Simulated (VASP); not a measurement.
GaAs:

```
Ga As
1.0
    -1.88077    1.88077    3.02585
     1.88077   -1.88077    3.02585
     1.88077    1.88077   -3.02585
Ga As
1 1
Direct
  0.00000 0.00000 0.00000
  0.50000 0.50000 0.00000
```

Program: VASP 6.6.1. Alike in all runs: level PBE; potentials or basis VASP PAW PBE potentials, release 64 (Ga_d, As); no spin polarisation; cell as given; cutoff (eV) 520. Hardware: 1 thread of Intel(R) Xeon(R) Platinum 8488C (Sapphire Rapids), with other jobs on the host.

Q: Order these runs on this cell by their wall time, lowest first.
A. task single point; k mesh 6 × 6 × 6; smearing fermi-dirac 0.03 eV
B. task electric field gradients; k mesh 10 × 10 × 10; smearing fermi-dirac 0.05 eV
C. task density of states; k mesh 10 × 10 × 10; smearing fermi-dirac 0.05 eV; k mesh for the DOS 15 × 15 × 15; occupations for the DOS tetrahedron

A: A (18 s), B (61 s), C (160 s).

Caveats: some runs use coarse meshes.
